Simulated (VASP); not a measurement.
# FeGe (P2_13) in VASP: single point with PBE

Aim: the single point of FeGe with PBE.

Everything below comes from runs of VASP 6.6.1. Logs are shortened: lines on timing, memory, paths and dates and some standing lists are left out, and cuts for length are marked.

### 1 The cell of the first run

The structure is cubic, space group P2_13 (No. 198). Conventional cell: a = 4.663 Å, b = 4.663 Å, c = 4.663 Å, α = 90.00°, β = 90.00°, γ = 90.00°. Fe (site symmetry 3) has 7 Ge at 2.37 to 2.63 Å and 6 Fe at 2.86 Å within 3.1 Å. Ge (site symmetry 3) has 7 Fe at 2.37 to 2.63 Å and 6 Ge at 2.89 Å within 3.1 Å.

### 2 Single point, PBE, collinear spin, ferromagnetic start

Input file INCAR:

```
PREC = Accurate
ENCUT = 520
EDIFF = 1E-7
ISMEAR = 0
SIGMA = 0.05
LREAL = F
LASPH = T
NELM = 150
ALGO = Fast
ISIF = 2
LWAVE = F
LCHARG = F
ISPIN = 2
MAGMOM = 2.5 2.5 2.5 2.5 0 0 0 0
LORBIT = 11
LMAXMIX = 4
GGA = PE
NBANDS = 58
```

Input file KPOINTS:

```
Automatic mesh
0
Gamma
  8 8 8
```

Input file POSCAR:

```
FeGe
1.0
    4.6626167036      0.0000000000      0.0000000000
    0.0000000000      4.6626167036      0.0000000000
    0.0000000000      0.0000000000      4.6626167036
Fe Ge
4 4
Direct
    0.1349101328      0.1349101328      0.1349101328
    0.3650898672      0.8650898672      0.6349101328
    0.6349101328      0.3650898672      0.8650898672
    0.8650898672      0.6349101328      0.3650898672
    0.8417623854      0.8417623854      0.8417623854
    0.6582376146      0.1582376146      0.3417623854
    0.3417623854      0.6582376146      0.1582376146
    0.1582376146      0.3417623854      0.6582376146
```

Potentials or basis: VASP PAW PBE potentials, release 64 (Fe, Ge_d).

The run is started by

```
> cat potpaw_PBE.64/Fe/POTCAR potpaw_PBE.64/Ge_d/POTCAR > POTCAR
> mpirun -np 1 vasp_std > vasp.out
```

OUTCAR:

```text
PREC = Accurate
   ENCUT = 520
   EDIFF = 1E-7
   ISMEAR = 0
   LREAL = F
   LASPH = T
   NELM = 150
   ISIF = 2
   ISPIN = 2
   LORBIT = 11
   GGA = PE

 ion  position               nearest neighbor table
   1  0.135  0.135  0.135-   5 2.37   6 2.43   7 2.43   8 2.43   7 2.63   8 2.63   6 2.63   3 2.86
                             4 2.86   2 2.86   2 2.86   4 2.86   3 2.86
   2  0.365  0.865  0.635-   6 2.37   5 2.43   7 2.43   8 2.43   7 2.63   8 2.63   5 2.63   1 2.86
                             1 2.86   3 2.86   3 2.86   4 2.86   4 2.86
   3  0.635  0.365  0.865-   7 2.37   6 2.43   5 2.43   8 2.43   8 2.63   6 2.63   5 2.63   1 2.86
                             4 2.86   2 2.86   2 2.86   4 2.86   1 2.86
   4  0.865  0.635  0.365-   8 2.37   6 2.43   7 2.43   5 2.43   6 2.63   5 2.63   7 2.63   1 2.86
                             3 2.86   2 2.86   1 2.86   2 2.86   3 2.86
   5  0.842  0.842  0.842-   1 2.37   2 2.43   3 2.43   4 2.43   3 2.63   4 2.63   2 2.63   6 2.89
                             7 2.89   8 2.89   6 2.89   8 2.89   7 2.89
   6  0.658  0.158  0.342-   2 2.37   1 2.43   3 2.43   4 2.43   3 2.63   4 2.63   1 2.63   8 2.89
                             5 2.89   5 2.89   7 2.89   7 2.89   8 2.89
   7  0.342  0.658  0.158-   3 2.37   2 2.43   1 2.43   4 2.43   4 2.63   2 2.63   1 2.63   8 2.89
                             5 2.89   8 2.89   6 2.89   6 2.89   5 2.89
   8  0.158  0.342  0.658-   4 2.37   2 2.43   3 2.43   1 2.43   2 2.63   1 2.63   3 2.63   7 2.89
                             5 2.89   7 2.89   5 2.89   6 2.89   6 2.89

  LATTYP: Found a simple cubic cell.
 ALAT       =     4.6626167036

  Lattice vectors:

 A1 = (   4.6626167036,   0.0000000000,   0.0000000000)
 A2 = (   0.0000000000,   4.6626167036,   0.0000000000)
 A3 = (   0.0000000000,   0.0000000000,   4.6626167036)

Analysis of symmetry for initial positions (statically):
=====================================================================
 Subroutine PRICEL returns:
 Original cell was already a primitive cell.

 Routine SETGRP: Setting up the symmetry group for a
 simple cubic supercell.

 Subroutine GETGRP returns: Found 12 space group operations
 (whereof  3 operations were pure point group operations)
 out of a pool of 48 trial point group operations.

The static configuration has the point symmetry C_3 .
 The point group associated with its full space group is T   .

Analysis of symmetry for dynamics (positions and initial velocities):
=====================================================================
 Subroutine PRICEL returns:
 Original cell was already a primitive cell.

 Routine SETGRP: Setting up the symmetry group for a
 simple cubic supercell.

 Subroutine GETGRP returns: Found 12 space group operations
 (whereof  3 operations were pure point group operations)
 out of a pool of 48 trial point group operations.

The dynamic configuration has the point symmetry C_3 .
 The point group associated with its full space group is T   .

Analysis of structural, dynamic, and magnetic symmetry:
=====================================================================
 Subroutine PRICEL returns:
 Original cell was already a primitive cell.

 Routine SETGRP: Setting up the symmetry group for a
 simple cubic supercell.

 Subroutine GETGRP returns: Found 12 space group operations
 (whereof  3 operations were pure point group operations)
 out of a pool of 48 trial point group operations.

The overall configuration has the point symmetry C_3 .
 The point group associated with its full space group is T   .

 Subroutine INISYM returns: Found 12 space group operations
 (whereof  3 operations are pure point group operations),
 and found     1 'primitive' translations

----------------------------------------------------------------------------------------

                                     Primitive cell

  volume of cell :     101.3653

  direct lattice vectors                    reciprocal lattice vectors
     4.662616704  0.000000000  0.000000000     0.214471844  0.000000000  0.000000000
     0.000000000  4.662616704  0.000000000     0.000000000  0.214471844  0.000000000
     0.000000000  0.000000000  4.662616704     0.000000000  0.000000000  0.214471844

  length of vectors
     4.662616704  4.662616704  4.662616704     0.214471844  0.214471844  0.214471844

  position of ions in fractional coordinates (direct lattice)
     0.134910133  0.134910133  0.134910133
     0.365089867  0.865089867  0.634910133
     0.634910133  0.365089867  0.865089867
     0.865089867  0.634910133  0.365089867
     0.841762385  0.841762385  0.841762385
     0.658237615  0.158237615  0.341762385
     0.341762385  0.658237615  0.158237615
     0.158237615  0.341762385  0.658237615

  ion indices of the primitive-cell ions
   primitive index   ion index
                 1           1
                 2           2
                 3           3
                 4           4
                 5           5
                 6           6
                 7           7
                 8           8

----------------------------------------------------------------------------------------

 KPOINTS: Automatic mesh

Automatic generation of k-mesh.
 Grid dimensions read from file:
 generate k-points for:    8    8    8

 Generating k-lattice:

  Cartesian coordinates                     Fractional coordinates (reciprocal lattice)
     0.026808980  0.000000000  0.000000000     0.125000000  0.000000000  0.000000000
     0.000000000  0.026808980  0.000000000     0.000000000  0.125000000  0.000000000
     0.000000000  0.000000000  0.026808980     0.000000000  0.000000000  0.125000000

  Length of vectors
     0.026808980  0.026808980  0.026808980

  Shift w.r.t. Gamma in fractional coordinates (k-lattice)
     0.000000000  0.000000000  0.000000000

 Subroutine IBZKPT returns following result:
 ===========================================

 Found     45 irreducible k-points:

 Following reciprocal coordinates:
            Coordinates               Weight
  0.000000  0.000000  0.000000      1.000000
  0.125000  0.000000  0.000000      6.000000
  0.250000  0.000000  0.000000      6.000000
  0.375000  0.000000  0.000000      6.000000
  0.500000  0.000000  0.000000      3.000000
  0.125000  0.125000  0.000000     12.000000
[... 16 lines left out ...]
  0.250000  0.125000  0.125000     24.000000
  0.375000  0.125000  0.125000     24.000000
 [... further k-points ...]
   k-points           NKPTS =     45   k-points in BZ     NKDIM =     45   number of bands    NBANDS=     58
   number of dos      NEDOS =    301   number of ions     NIONS =      8
   total plane-waves  NPLWV =  46656
   dimension x,y,z NGX =    36 NGY =   36 NGZ =   36
   dimension x,y,z NGXF=    72 NGYF=   72 NGZF=   72
   ions per type =               4   4
   NGX,Y,Z   is equivalent  to a cutoff of  12.84, 12.84, 12.84 a.u.
   NGXF,Y,Z  is equivalent  to a cutoff of  25.67, 25.67, 25.67 a.u.
 SYSTEM =  unknown system
   PREC   = accura    normal or accurate (medium, high low for compatibility)
   ISTART =      0    job   : 0-new  1-cont  2-samecut
   ICHARG =      2    charge: 1-file 2-atom 10-const
   ISPIN  =      2    spin polarized calculation?
   LNONCOLLINEAR =      F non collinear calculations
   LSORBIT =      F    spin-orbit coupling
   LASPH  =      T    aspherical Exc in radial PAW
   ENCUT  =  520.0 eV  38.22 Ry    6.18 a.u.   8.67  8.67  8.67*2*pi/ulx,y,z
   NELM   =    150;   NELMIN=  2; NELMDL= -5     # of ELM steps
   EDIFF  = 0.1E-06   stopping-criterion for ELM
   LREAL  =      F    real-space projection
   EDIFFG = 0.1E-05   stopping-criterion for IOM
   NSW    =      0    number of steps for IOM
   IBRION =     -1    ionic relax: 0-MD 1-quasi-New 2-CG
   NFREE  =      0    steps in history (QN), initial steepest desc. (CG)
   ISIF   =      2    stress and relaxation
   ISYM   =      2    0-nonsym 1-usesym 2-fastsym
   POTIM  = 0.5000    time-step for ionic-motion
   TEBEG  =    0.0;   TEEND  =   0.0 temperature during run
   PSTRESS=    0.0 pullay stress
   NELECT =      88.0000    total number of electrons
   NUPDOWN=      -1.0000    fix difference up-down
   EMIN   =  10.00;   EMAX   =-10.00  energy-range for DOS
   EFERMI =   0.00;   METHOD = LEGACY
   ISMEAR =     0;   SIGMA  =   0.05  broadening in eV -4-tet -1-fermi 0-gaus
   EFERMI_NEDOS =   21; number of points for ismear=-14 and -15
   IALGO  =     68    algorithm
   IMIX   =      4    mixing-type and parameters
     AMIX     =   0.40;   BMIX     =  1.00
     AMIX_MAG =   1.60;   BMIX_MAG =  1.00
  volume/ion in A,a.u.               =      12.67        85.51
  Fermi-wavevector in a.u.,A,eV,Ry     =   1.561730  2.951242 33.184626  2.439001
  Thomas-Fermi vector in A             =   2.664753
   LORBIT       =     11    0 simple, 1 ext, 2 COOP (PROOUT), +10 PAW based schemes
   GGA     = PE    functional components
   LHFCALC =     F    Hartree Fock is set to
   AEXX    =    0.0000 exact exchange contribution
   IVDW    =     0    specifies the selected vdW correction
   LEPSILON=     F    determine dielectric tensor
   LRPA    =     F    only Hartree local field effects (RPA)
 spin polarized calculation
 RMM-DIIS sequential band-by-band and
 Gauss-broadening in eV      SIGMA  =   0.05
  energy-cutoff  :      520.00
  volume of cell :      101.37
 maximum number of plane-waves:      2800
   NGX = 17   NGY = 17   NGZ = 17

 number of electron      88.0000000 magnetization      10.0000000

 number of electron      87.9999919 magnetization       4.1912708

 Free energy of the ion-electron system (eV)
  ---------------------------------------------------
  ext. energy  EPLUGINS =         0.00000000
  ---------------------------------------------------
  free energy    TOTEN  =       -51.81898287 eV

  energy without entropy =      -51.81055790  energy(sigma->0) =      -51.81477038

 E-fermi :   8.2038     XC(G=0): -12.9714

 val. band max:        8.2032609664   @ k =   0.3750   0.3750   0.3750
 cond. band min:       8.2105647286   @ k =   0.5000   0.3750   0.2500
 fundamental gap:      0.0073037622
 Fermi energy:         8.2037973331

 spin component 1

 k-point     1 :       0.0000    0.0000    0.0000
  band No.  band energies     occupation
      1     -16.4687      1.00000
      2     -16.4687      1.00000
      3     -16.4687      1.00000
      4     -16.4307      1.00000
      5     -16.4307      1.00000
      6     -16.4307      1.00000
[... 1405 lines left out ...]
     55      13.2101      0.00000
     56      13.4872      0.00000

 [... further k-points ...]

 spin component 2

 k-point     1 :       0.0000    0.0000    0.0000
  band No.  band energies     occupation
      1     -16.4860      1.00000
      2     -16.4860      1.00000
      3     -16.4860      1.00000
      4     -16.4469      1.00000
      5     -16.4469      1.00000
      6     -16.4469      1.00000
[... 1405 lines left out ...]
     55      13.4478      0.00000
     56      13.7055      0.00000

 [... further k-points ...]

 [bands above 56 left out]

------------------------ aborting loop because EDIFF is reached ----------------------------------------

  FORCE on cell =-STRESS in cart. coord.  units (eV):
  Direction    XX          YY          ZZ          XY          YZ          ZX
  --------------------------------------------------------------------------------------
  -------------------------------------------------------------------------------------
  Total        0.1794735      0.1794735      0.1794735     -0.0000000     -0.0000000      0.0000000
  in kB        2.8367550      2.8367550      2.8367550     -0.0000000     -0.0000000      0.0000000
  external PRESSURE =       2.8367550 kB  Pullay stress =       0.0000000 kB

 VOLUME and BASIS-vectors are now :
 -----------------------------------------------------------------------------
  energy-cutoff  :      520.00
  volume of cell :      101.37
      direct lattice vectors                 reciprocal lattice vectors
     4.662616704  0.000000000  0.000000000     0.214471844  0.000000000  0.000000000
     0.000000000  4.662616704  0.000000000     0.000000000  0.214471844  0.000000000
     0.000000000  0.000000000  4.662616704     0.000000000  0.000000000  0.214471844

 POSITION                                       TOTAL-FORCE (eV/Angst)
 -----------------------------------------------------------------------------------
      0.62903      0.62903      0.62903         0.004317      0.004317      0.004317
      1.70227      4.03358      2.96034        -0.004317     -0.004317      0.004317
      2.96034      1.70227      4.03358         0.004317     -0.004317     -0.004317
      4.03358      2.96034      1.70227        -0.004317      0.004317     -0.004317
      3.92482      3.92482      3.92482        -0.004445     -0.004445     -0.004445
      3.06911      0.73780      1.59351         0.004445      0.004445     -0.004445
      1.59351      3.06911      0.73780        -0.004445      0.004445      0.004445
      0.73780      1.59351      3.06911         0.004445     -0.004445      0.004445
 -----------------------------------------------------------------------------------
    total drift:                               -0.000000      0.000000      0.000000

  FREE ENERGIE OF THE ION-ELECTRON SYSTEM (eV)
  ---------------------------------------------------
  free  energy   TOTEN  =       -51.8189828659 eV

  energy  without entropy=      -51.8105578950  energy(sigma->0) =      -51.81477038

 total charge

# of ion       s       p       d       tot
------------------------------------------
    1        0.380   0.504   6.467   7.351
    2        0.380   0.504   6.467   7.351
    3        0.380   0.504   6.467   7.351
    4        0.380   0.504   6.467   7.351
    5        1.115   1.246  10.120  12.481
    6        1.115   1.246  10.120  12.481
    7        1.115   1.246  10.120  12.481
    8        1.115   1.246  10.120  12.481
--------------------------------------------------
tot          5.981   7.001  66.348  79.330

 magnetization (x)

# of ion       s       p       d       tot
------------------------------------------
    1       -0.000  -0.005   1.165   1.160
    2       -0.000  -0.005   1.165   1.160
    3       -0.000  -0.005   1.165   1.160
    4       -0.000  -0.005   1.165   1.160
    5       -0.011  -0.061  -0.006  -0.078
    6       -0.011  -0.061  -0.006  -0.078
    7       -0.011  -0.061  -0.006  -0.078
    8       -0.011  -0.061  -0.006  -0.078
--------------------------------------------------
tot         -0.047  -0.264   4.638   4.327
```

Run time: 11 min. Hardware: 1 thread of Oxide Virtual Turin-like, shared host; peak memory 0.46 GiB.

Results:

| Item | Value |
| --- | --- |
| Free energy | -51.8190 eV |
| Pressure | 0.3 GPa |
| Largest force | 0.008 eV/Å |
| Net moment | 4.19 μB per cell |
| Site moments | Fe +1.16; Ge -0.08 μB |
| Valence electrons inside the program's atomic spheres | Fe 7.35; Ge 12.48 |

Forces in eV/Å, atoms in the order of the input:
```
Fe   0.004  0.004  0.004
Fe  -0.004 -0.004  0.004
Fe   0.004 -0.004 -0.004
Fe  -0.004  0.004 -0.004
Ge  -0.004 -0.004 -0.004
Ge   0.004  0.004 -0.004
Ge  -0.004  0.004  0.004
Ge   0.004 -0.004  0.004
```

Levels at points of the mesh, in eV from the Fermi level:
Spin up:
| k point | band 42 | band 43 | band 44 | band 45 | band 46 | band 47 | band 48 | band 49 | band 50 | band 51 |
| --- | --- | --- | --- | --- | --- | --- | --- | --- | --- | --- |
| (0.00, 0.00, 0.00) | -0.84 | -0.84 | -0.84 | -0.27 | -0.27 | -0.27 | 1.84 | 1.84 | 1.84 | 2.80 |
| (0.50, 0.00, 0.00) | -1.06 | -0.73 | -0.73 | -0.55 | -0.55 | 0.88 | 0.88 | 0.93 | 0.93 | 3.73 |
| (0.50, 0.50, 0.00) | -1.39 | -1.03 | -1.03 | -0.10 | -0.10 | 0.22 | 0.22 | 1.50 | 1.50 | 2.16 |
| (0.50, 0.50, 0.50) | -1.05 | -1.05 | -1.05 | -0.39 | -0.39 | -0.39 | -0.39 | 4.42 | 4.42 | 4.42 |
Spin down:
```csv
k point,band 40,band 41,band 42,band 43,band 44,band 45
"(0.00, 0.00, 0.00)",0.15,0.15,0.15,0.28,0.28,0.99
"(0.50, 0.00, 0.00)",-0.63,0.02,0.02,0.32,0.32,0.66
"(0.50, 0.50, 0.00)",-0.56,-0.56,-0.56,0.05,0.05,0.98
"(0.50, 0.50, 0.50)",-0.26,-0.16,-0.16,-0.16,-0.16,0.83
```
